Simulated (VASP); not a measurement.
# CsSnI3 (Pm-3m) in VASP: further runs, part 2 of 2

VASP 6.6.1. The steps go on from the part before.

### Step 4. Single point, PBEsol (equal strain along all axes, cell held: +4.0 %)

Input file INCAR:

```
SYSTEM = CsSnI3
PREC = Accurate
ENCUT = 520
EDIFF = 1E-6
ISMEAR = 0
SIGMA = 0.01
LREAL = .False.
LASPH = .True.
NELM = 100
ALGO = Normal
ISIF = 2
LWAVE = .False.
LCHARG = .True.
GGA = PS
LELF = .True.
LVHAR = .True.
NBANDS = 30
```

Input file KPOINTS:

```
regular mesh
0
Gamma
  6 6 6
  0 0 0
```

Input file POSCAR:

```
CsSnI3
1.0
    6.3794342530      0.0000000000      0.0000000000
    0.0000000000      6.3794342530      0.0000000000
    0.0000000000      0.0000000000      6.3794342530
Cs Sn I
1 1 3
Direct
    0.0000000000      0.0000000000      0.0000000000
    0.5000000000      0.5000000000      0.5000000000
    0.0000000000      0.5000000000      0.5000000000
    0.5000000000      0.0000000000      0.5000000000
    0.5000000000      0.5000000000      0.0000000000
```

Potentials or basis: VASP PAW PBE potentials, release 64 (Cs_sv, Sn_d, I).

On the command line:

```
cat potpaw_PBE.64/Cs_sv/POTCAR potpaw_PBE.64/Sn_d/POTCAR potpaw_PBE.64/I/POTCAR > POTCAR
mpirun -np 1 vasp_std > vasp.out
```

OUTCAR:

```text
SYSTEM = CsSnI3
   PREC = Accurate
   ENCUT = 520
   EDIFF = 1E-6
   ISMEAR = 0
   LREAL = .False.
   LASPH = .True.
   NELM = 100
   ISIF = 2
   GGA = PS

 ion  position               nearest neighbor table
   1  0.000  0.000  0.000-
   2  0.500  0.500  0.500-   3 3.19   4 3.19   5 3.19   5 3.19   4 3.19   3 3.19
   3  0.000  0.500  0.500-   2 3.19   2 3.19
   4  0.500  0.000  0.500-   2 3.19   2 3.19
   5  0.500  0.500  0.000-   2 3.19   2 3.19

  LATTYP: Found a simple cubic cell.
 ALAT       =     6.3794342530

  Lattice vectors:

 A1 = (   6.3794342530,   0.0000000000,   0.0000000000)
 A2 = (   0.0000000000,   6.3794342530,   0.0000000000)
 A3 = (   0.0000000000,   0.0000000000,   6.3794342530)

Analysis of symmetry for initial positions (statically):
=====================================================================
 Subroutine PRICEL returns:
 Original cell was already a primitive cell.

 Routine SETGRP: Setting up the symmetry group for a
 simple cubic supercell.

[... 166 lines left out ...]
  energy without entropy =      -14.92193385  energy(sigma->0) =      -14.92193385

 E-fermi :   1.8529     XC(G=0):  -7.3419

 val. band max:        1.7831710537   @ k =   0.5000   0.5000   0.5000
 cond. band min:       2.3805453546   @ k =   0.5000   0.5000   0.5000
 fundamental gap:      0.5973743009
 Fermi energy:         1.8528922889

 k-point     1 :       0.0000    0.0000    0.0000
  band No.  band energies     occupation
      1     -20.1526      2.00000
      2     -19.9599      2.00000
      3     -19.9599      2.00000
      4     -19.9479      2.00000
      5     -19.9479      2.00000
      6     -19.9479      2.00000
[... 649 lines left out ...]
     29       6.1580      0.00000
     30       7.3294      0.00000

------------------------ aborting loop because EDIFF is reached ----------------------------------------

  FORCE on cell =-STRESS in cart. coord.  units (eV):
  Direction    XX          YY          ZZ          XY          YZ          ZX
  --------------------------------------------------------------------------------------
  -------------------------------------------------------------------------------------
  Total       -2.6359818     -2.6359818     -2.6359818      0.0000000      0.0000000     -0.0000000
  in kB      -16.2669635    -16.2669635    -16.2669635      0.0000000      0.0000000     -0.0000000
  external PRESSURE =     -16.2669635 kB  Pullay stress =       0.0000000 kB

 VOLUME and BASIS-vectors are now :
 -----------------------------------------------------------------------------
  energy-cutoff  :      520.00
  volume of cell :      259.62
      direct lattice vectors                 reciprocal lattice vectors
     6.379434253  0.000000000  0.000000000     0.156753712  0.000000000  0.000000000
     0.000000000  6.379434253  0.000000000     0.000000000  0.156753712  0.000000000
     0.000000000  0.000000000  6.379434253     0.000000000  0.000000000  0.156753712

 POSITION                                       TOTAL-FORCE (eV/Angst)
 -----------------------------------------------------------------------------------
      0.00000      0.00000      0.00000         0.000000      0.000000      0.000000
      3.18972      3.18972      3.18972         0.000000      0.000000      0.000000
      0.00000      3.18972      3.18972         0.000000      0.000000      0.000000
      3.18972      0.00000      3.18972         0.000000      0.000000      0.000000
      3.18972      3.18972      0.00000         0.000000      0.000000      0.000000
 -----------------------------------------------------------------------------------
    total drift:                                0.000000     -0.000000     -0.000000

  FREE ENERGIE OF THE ION-ELECTRON SYSTEM (eV)
  ---------------------------------------------------
  free  energy   TOTEN  =       -14.9219338516 eV

  energy  without entropy=      -14.9219338516  energy(sigma->0) =      -14.92193385
```

stdout:

```text
POSCAR found type information on POSCAR CsSnI
 POSCAR found :  3 types and       5 ions
 scaLAPACK will be used
 -----------------------------------------------------------------------------
|                                                                             |
|                                                                             |
|     You enforced a specific xc type in the INCAR file but a different       |
|     I HOPE YOU KNOW WHAT YOU ARE DOING!                                     |
|                                                                             |
 -----------------------------------------------------------------------------

 LDA part: xc-table for (Slater+PW92), standard interpolation
 POSCAR, INCAR and KPOINTS ok, starting setup
 FFT: planning ... GRIDC
 FFT: planning ... GRID_SOFT
 FFT: planning ... GRID
 WAVECAR not read
 entering main loop
```

It took 1.9 min on 1 thread of Intel Xeon Platinum 8259CL at 2.50GHz (Skylake/Cascade Lake), shared host; peak memory 0.42 GiB.

What came out:

| Property | Result |
| --- | --- |
| Free energy | -14.9219 eV |
| Pressure | -1.6 GPa |
| Band gap on the k mesh | 0.60 eV, direct |

Caveat: the cell differs from its parent crystal (equal strain along all axes, cell held: +4.0 %); the PAW data sets were made with another functional, which shifts forces and pressure a little; spin-orbit coupling is left out, which moves the levels of the heavy elements. A k mesh can miss the band edges.

### Step 5. Single point, PBEsol

This run uses another cell than the first one, of 51.92 Å³/atom, 1.061 times its volume.

Input file INCAR:

```
ALGO = Normal ; EDIFF = 1E-7
ENCUT = 520 ; GGA = PS
ISIF = 2 ; ISMEAR = 0
LASPH = True ; LCHARG = True
LELF = True ; LREAL = False
LVHAR = True ; LWAVE = False
NBANDS = 30 ; NELM = 100
PREC = Accurate ; SIGMA = 0.01
```

Input file KPOINTS:

```
k-points
0
Gamma
  6 6 6
```

POSCAR is that of step 4.

On the command line:

```
cat potpaw_PBE.64/Cs_sv/POTCAR potpaw_PBE.64/Sn_d/POTCAR potpaw_PBE.64/I/POTCAR > POTCAR
mpirun -np 1 vasp_std > vasp.out
```

It took 2.1 min on 1 thread of Intel Xeon Platinum 8259CL at 2.50GHz (Skylake/Cascade Lake), shared host; peak memory 0.42 GiB.

It converged, with:

| Property | Result |
| --- | --- |
| Free energy | -14.9219 eV |
| Pressure | -1.6 GPa |
| Band gap on the k mesh | 0.60 eV, direct |

Levels at points of the mesh, in eV from the valence-band top:
```tsv
k point	band 19	band 20	band 21	band 22	band 23	band 24	band 25	band 26
(0.00, 0.00, 0.00)	-1.81	-1.69	-1.69	-1.69	2.47	3.58	3.58	3.91
(0.50, 0.00, 0.00)	-1.94	-1.78	-1.78	-1.29	1.32	3.91	4.17	4.24
(0.50, 0.50, 0.00)	-2.08	-2.05	-1.31	-0.64	1.01	1.01	3.96	4.48
(0.50, 0.50, 0.50)	-1.29	-1.29	-1.29	0.00	0.60	0.60	0.60	3.36
```

Caveat: the PAW data sets were made with another functional, which shifts forces and pressure a little; spin-orbit coupling is left out, which moves the levels of the heavy elements. A k mesh can miss the band edges.

### Step 6. Summary

| cell | gap on the mesh (eV) | pressure (GPa) |
| --- | --- | --- |
| a = 6.254 Å, 5 atoms | 0.36 | -0.9 |
| a = 6.257 Å, 5 atoms | 0.36 | -0.9 |
| a = 6.379 Å, 5 atoms | 0.60 | -1.6 |

Alike in all rows: task single point; level PBEsol; potentials or basis VASP PAW PBE potentials, release 64 (Cs_sv, Sn_d, I); no spin polarisation; k mesh 6 × 6 × 6; cutoff (eV) 520; smearing gaussian 0.01 eV.

Caveats: the PAW data sets were made with another functional, which shifts forces and pressure a little; spin-orbit coupling is left out, which moves the levels of the heavy elements.

Absolute energies hang on the potentials; compare differences alone.
